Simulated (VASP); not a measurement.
Ge:

```
Ge
1.0
     1.39715   -2.60052    0.00000
     1.39715    2.60052    0.00000
     0.00000    0.00000    2.69823
Ge
1
Direct
  0.50000 0.50000 0.00000
```

Program: VASP 6.6.1. Alike in all runs: task single point; level LDA; potentials or basis VASP PAW LDA potentials, release 64 (Ge_d); no spin polarisation; cell as given; cutoff (eV) 520; smearing methfessel-paxton 0.1 eV.

Question: Order these runs on this cell by their pressure, lowest first.
A. k mesh 3 × 3 × 3
B. k mesh 9 × 9 × 8
C. k mesh 4 × 4 × 4

Answer: A (-7.9 GPa), B (-5.6 GPa), C (-4.0 GPa).

Caveats: some runs use coarse meshes.
